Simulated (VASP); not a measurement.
# In2S in VASP: a series of runs, part 2 of 2

VASP 6.6.1. Earlier steps stand in the parts before.

### 3 Single point, PBE

This run uses another cell than the first one, of 199.23 Å³/atom, 0.956 times its volume.

INCAR reads:

```
PREC = Accurate
ENCUT = 520
EDIFF = 1E-6
ISMEAR = 0
SIGMA = 0.1
LREAL = False
LASPH = True
NELM = 80
ALGO = Normal
ISIF = 2
LWAVE = False
LCHARG = False
LDIPOL = True
IDIPOL = 3
DIPOL = 0.5 0.5 0.294
GGA = PE
NBANDS = 23
```

KPOINTS reads:

```
regular mesh
0
Gamma
  12 12 1
```

POSCAR reads:

```
In2S
1.0
    5.3849954247      0.0000000000      0.0000000000
   -2.6924977123      4.6635428371      0.0000000000
    0.0000000000      0.0000000000     23.8000000000
In S
2 1
Direct
    0.3333333333      0.6666666667      0.2941176471
    0.6666666667      0.3333333333      0.2941176471
    0.0000000000      0.0000000000      0.2941176471
```

Potentials or basis: VASP PAW PBE potentials, release 64 (In_d, S).

On the command line:

```
> cat potpaw_PBE.64/In_d/POTCAR potpaw_PBE.64/S/POTCAR > POTCAR
> mpirun -np 1 vasp_std > vasp.out
```

OUTCAR:

```text
PREC = Accurate
   ENCUT = 520
   EDIFF = 1E-6
   ISMEAR = 0
   LREAL = False
   LASPH = True
   NELM = 80
   ISIF = 2
   GGA = PE

 ion  position               nearest neighbor table
   1  0.333  0.667  0.294-   3 3.11   2 3.11   2 3.11   3 3.11   3 3.11   2 3.11
   2  0.667  0.333  0.294-   3 3.11   1 3.11   1 3.11   3 3.11   3 3.11   1 3.11
   3  0.000  0.000  0.294-   1 3.11   2 3.11   2 3.11   1 3.11   2 3.11   1 3.11

  LATTYP: Found a hexagonal cell.
 ALAT       =     5.3849954247
 C/A-ratio  =     4.4196880634

  Lattice vectors:

 A1 = (   5.3849954247,   0.0000000000,   0.0000000000)
 A2 = (  -2.6924977123,   4.6635428371,   0.0000000000)
 A3 = (   0.0000000000,   0.0000000000,  23.8000000000)

Analysis of symmetry for initial positions (statically):
=====================================================================
 Subroutine PRICEL returns:
 Original cell was already a primitive cell.

 Routine SETGRP: Setting up the symmetry group for a
 hexagonal supercell.

 Subroutine GETGRP returns: Found 24 space group operations
 (whereof 12 operations were pure point group operations)
 out of a pool of 24 trial point group operations.

The static configuration has the point symmetry C_6v.
 The point group associated with its full space group is D_6h.

Analysis of symmetry for dynamics (positions and initial velocities):
=====================================================================
 Subroutine PRICEL returns:
 Original cell was already a primitive cell.

 Routine SETGRP: Setting up the symmetry group for a
 hexagonal supercell.

 Subroutine GETGRP returns: Found 24 space group operations
 (whereof 12 operations were pure point group operations)
 out of a pool of 24 trial point group operations.

The dynamic configuration has the point symmetry C_6v.
 The point group associated with its full space group is D_6h.

 Subroutine INISYM returns: Found 24 space group operations
 (whereof 12 operations are pure point group operations),
 and found     1 'primitive' translations

[... 116 lines left out ...]
   LHFCALC =     F    Hartree Fock is set to
   AEXX    =    0.0000 exact exchange contribution
   IVDW    =     0    specifies the selected vdW correction
   LEPSILON=     F    determine dielectric tensor
   LRPA    =     F    only Hartree local field effects (RPA)
 non-spin polarized calculation
 Gauss-broadening in eV      SIGMA  =   0.10
  energy-cutoff  :      520.00
  volume of cell :      597.69
 maximum number of plane-waves:     16170
   NGX = 21   NGY = 21   NGZ = 89

 dipolmoment           0.000000      0.000000     -0.000000 electrons x Angstroem

 number of electron      32.0000010 magnetization

 dipolmoment           0.000000      0.000000      0.000002 electrons x Angstroem

 Free energy of the ion-electron system (eV)
  ---------------------------------------------------
  ext. energy  EPLUGINS =         0.00000000
  ---------------------------------------------------
  free energy    TOTEN  =        -8.53593404 eV

  energy without entropy =       -8.53133545  energy(sigma->0) =       -8.53363474

 E-fermi :  -2.3064     XC(G=0):  -1.7995

 val. band max:       -2.3493156744   @ k =   0.0000   0.0000   0.0000
 cond. band min:      -2.2891319178   @ k =   0.3333   0.3333   0.0000
 fundamental gap:      0.0601837566
 Fermi energy:        -2.3064405914

 k-point     1 :       0.0000    0.0000    0.0000
  band No.  band energies     occupation
      1     -17.3689      2.00000
      2     -17.2437      2.00000
      3     -17.2437      2.00000
      4     -17.1839      2.00000
      5     -17.1839      2.00000
      6     -17.1123      2.00000
[... 483 lines left out ...]
     22       2.7720      0.00000
     23       2.9653      0.00000

------------------------ aborting loop because EDIFF is reached ----------------------------------------

 vacuum level on the upper side and lower side of the slab       (xc-potential included)        -0.006        -0.006

  FORCE on cell =-STRESS in cart. coord.  units (eV):
  Direction    XX          YY          ZZ          XY          YZ          ZX
  --------------------------------------------------------------------------------------
  -------------------------------------------------------------------------------------
  Total        0.1311227      0.1311227     -0.0299990      0.0000000      0.0000000     -0.0000000
  in kB        0.3514878      0.3514878     -0.0804154      0.0000000      0.0000000     -0.0000000
  external PRESSURE =       0.2075200 kB  Pullay stress =       0.0000000 kB

 VOLUME and BASIS-vectors are now :
 -----------------------------------------------------------------------------
  energy-cutoff  :      520.00
  volume of cell :      597.69
      direct lattice vectors                 reciprocal lattice vectors
     5.384995425  0.000000000  0.000000000     0.185701179  0.107214626  0.000000000
    -2.692497712  4.663542837  0.000000000     0.000000000  0.214429252  0.000000000
     0.000000000  0.000000000 23.800000000     0.000000000  0.000000000  0.042016807

 POSITION                                       TOTAL-FORCE (eV/Angst)
 -----------------------------------------------------------------------------------
     -0.00000      3.10903      7.00000        -0.000000     -0.000000      0.000000
      2.69250      1.55451      7.00000         0.000000     -0.000000      0.000000
      0.00000      0.00000      7.00000         0.000000      0.000000     -0.000000
 -----------------------------------------------------------------------------------
    total drift:                               -0.000000     -0.000000     -0.000007

  FREE ENERGIE OF THE ION-ELECTRON SYSTEM (eV)
  ---------------------------------------------------
  free  energy   TOTEN  =        -8.5359340368 eV

  energy  without entropy=       -8.5313354458  energy(sigma->0) =       -8.53363474

 vacuum level on the upper side and lower side of the slab         1.277         1.277
```

OSZICAR:

```text
N       E                     dE             d eps       ncg     rms          rms(c)
DAV:   1     0.223403324158E+03    0.22340E+03   -0.11643E+04  1026   0.983E+02
DAV:   2     0.176632295400E+02   -0.20574E+03   -0.19830E+03  1085   0.259E+02
DAV:   3    -0.912273479632E+01   -0.26786E+02   -0.25461E+02  1215   0.103E+02
DAV:   4    -0.980784295425E+01   -0.68511E+00   -0.68297E+00  1007   0.218E+01
[... 15 lines left out ...]
DAV:  20    -0.853591550757E+01   -0.19009E-04   -0.79170E-07   817   0.386E-03    0.361E-03
DAV:  21    -0.853592790086E+01   -0.12393E-04   -0.48142E-07   693   0.335E-03    0.129E-03
DAV:  22    -0.853593164663E+01   -0.37458E-05   -0.11152E-07   612   0.176E-03    0.310E-04
DAV:  23    -0.853593359839E+01   -0.19518E-05   -0.86037E-08   584   0.129E-03    0.402E-04
DAV:  24    -0.853593403679E+01   -0.43840E-06   -0.24612E-08   633   0.103E-03
   1 F= -.85359340E+01 E0= -.85336347E+01  d E =-.459859E-02
```

stdout:

```text
POSCAR found type information on POSCAR InS
 POSCAR found :  2 types and       3 ions
 scaLAPACK will be used
 LDA part: xc-table for (Slater+PW92), standard interpolation
 POSCAR, INCAR and KPOINTS ok, starting setup
 FFT: planning ... GRIDC
 FFT: planning ... GRID_SOFT
 FFT: planning ... GRID
 WAVECAR not read
 entering main loop
```

Wall time 7.2 min (1 thread of Intel Xeon 6975P-C, shared host); peak memory 0.75 GiB.

Results:

```
Free energy            : -8.5359 eV
Band gap on the k mesh : zero (band 16 reaches -2.29 eV, above the bottom of band 17 at -2.35 eV)
```

Caveat: spin-orbit coupling is left out, which moves the levels of the heavy elements.

### 4 Single point, PBE

This run uses another cell than the first one, of 200.18 Å³/atom, 0.960 times its volume.

INCAR reads:

```
PREC = Accurate ; ENCUT = 520
EDIFF = 1E-6 ; ISMEAR = 0
SIGMA = 0.1 ; LREAL = False
LASPH = True ; NELM = 100
ALGO = Normal ; ISIF = 2
LWAVE = False ; LCHARG = False
LDIPOL = True ; IDIPOL = 3
DIPOL = 0.5 0.5 0.294 ; GGA = PE
NBANDS = 23
```

KPOINTS reads:

```
Automatic mesh
0
Gamma
  12 12 1
```

POSCAR reads:

```
In2S
1.0
    5.3978385100      0.0000000000      0.0000000000
   -2.6989192550      4.6746652752      0.0000000000
    0.0000000000      0.0000000000     23.8000000000
In S
2 1
Direct
    0.3333333333      0.6666666667      0.2941176471
    0.6666666667      0.3333333333      0.2941176471
    0.0000000000      0.0000000000      0.2941176471
```

On the command line:

```
> cat potpaw_PBE.64/In_d/POTCAR potpaw_PBE.64/S/POTCAR > POTCAR
> mpirun -np 1 vasp_std > vasp.out
```

It took 6.3 min on 1 thread of Intel Xeon 6975P-C, shared host; peak memory 0.71 GiB.

The run converged. Its results:

```yaml
Free_energy: -8.5363 eV
Band_gap_on_the_k_mesh: zero (band 16 reaches -2.31 eV, above the bottom of band 17 at -2.36 eV)
```

Levels at points of the mesh, in eV from the Fermi level:
```csv
k point,band 12,band 13,band 14,band 15,band 16,band 17,band 18,band 19,band 20,band 21
"(0.00, 0.00, 0.00)",-5.80,-2.52,-2.52,-2.35,-1.34,-0.03,-0.03,0.96,2.91,3.62
"(0.50, 0.00, 0.00)",-6.41,-4.11,-3.41,-1.73,0.01,0.47,2.11,2.48,2.79,4.59
```

Caveat: spin-orbit coupling is left out, which moves the levels of the heavy elements.

### 5 Summary

| cell | k mesh | gap on the mesh (eV) |
| --- | --- | --- |
| a = 5.508, b = 5.508, c = 23.800 Å, angles 90.0, 90.0, 120.0°, 3 atoms | 6 × 6 × 1 | - |
| a = 5.385, b = 5.385, c = 23.800 Å, angles 90.0, 90.0, 120.0°, 3 atoms | 12 × 12 × 1 | none |
| a = 5.398, b = 5.398, c = 23.800 Å, angles 90.0, 90.0, 120.0°, 3 atoms | 12 × 12 × 1 | none |

Alike in all rows: task single point; level PBE; potentials or basis VASP PAW PBE potentials, release 64 (In_d, S); no spin polarisation; cutoff (eV) 520; smearing gaussian 0.1 eV.

Caveats: spin-orbit coupling is left out, which moves the levels of the heavy elements.

Absolute energies hang on the potentials; compare differences alone.
